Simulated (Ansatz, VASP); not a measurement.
Given: the input of a run of Ansatz 0.2.0 on Zr.

input.yaml

```yaml
crystal:
  lattice:
    - [3.232, 0.0, 0.0]
    - [-1.616, 2.798994105, 0.0]
    - [0.0, 0.0, 5.147]
  atoms:
    - { symbol: Zr, position: [0.6666666667, 0.3333333333, 0.75] }
    - { symbol: Zr, position: [0.3333333333, 0.6666666667, 0.25] }
hamiltonian:
  xc: b3lyp
  pseudopotentials: { kind: paw }
kpoints:
  mp_grid: { grid: [5, 5, 3] }
scf:
  occupations: { method: fermi_dirac, width: 0.05 }
output:
  forces: true
  stress: true
  eigenvalues: true
```

Potentials or basis: Ansatz PAW.

The run is started by

```sh
$ ansatz run input.yaml --threads 2 --pin off --max-ram 5632MiB --backend cpu --events-out ev --progress --plain --runs-dir out
```

Question: Translate it to VASP 6.6.1. Potentials there: VASP PAW PBE potentials, release 64 (Zr_sv).

Answer: As run (the cutoff follows the program's own potentials):

Contents of POSCAR:

```
Zr
1.0
    3.2320000000      0.0000000000      0.0000000000
   -1.6160000000      2.7989941050      0.0000000000
    0.0000000000      0.0000000000      5.1470000000
Zr
2
Direct
    0.6666666667      0.3333333333      0.7500000000
    0.3333333333      0.6666666667      0.2500000000
```

Contents of INCAR.step1:

```
SYSTEM = Zr
PREC = Accurate
ENCUT = 520
EDIFF = 1E-5
ISMEAR = -1
SIGMA = 0.05
LREAL = .FALSE.
LASPH = .TRUE.
NELM = 100
ALGO = Normal
ISIF = 2
LWAVE = .TRUE.
LCHARG = .FALSE.
GGA = PE
NBANDS = 19
```

INCAR.step2

```
SYSTEM = Zr
PREC = Accurate
ENCUT = 520
EDIFF = 1E-7
ISMEAR = -1
SIGMA = 0.05
LREAL = .FALSE.
LASPH = .TRUE.
NELM = 100
ALGO = Normal
ISIF = 2
LWAVE = .FALSE.
LCHARG = .FALSE.
GGA = B3
LHFCALC = .TRUE.
AEXX = 0.2
AGGAX = 0.72
AGGAC = 0.81
ALDAC = 0.19
PRECFOCK = Normal
ISTART = 1
NBANDS = 19
```

KPOINTS

```
Automatic mesh
0
G
  5 5 3
  0 0 0
```

Potentials or basis: VASP PAW PBE potentials, release 64 (Zr_sv).

Command:

```console
$ cat potpaw_PBE.64/Zr_sv/POTCAR > POTCAR
$ cp INCAR.step1 INCAR
$ mpirun -np 1 vasp_std > vasp.out
$ cp INCAR.step2 INCAR
$ mpirun -np 1 vasp_std > vasp.out
```

Both were run:

|  | VASP | Ansatz | Ansatz less VASP |
| --- | --- | --- | --- |
| gap on the k mesh at the Fermi level (eV) | none | none | - |
| pressure (GPa) | 2.9 | 2.9 | +0.01 |
| traceless stress, the component that is largest in VASP (GPa) | -2.96 | -3.00 | -0.039 |

VASP's potentials were made for PBE, not for B3LYP. A gap of «none» marks a metal or a gap that the smearing closes.

The k mesh is coarse, so the values compare programs but aren't converged.
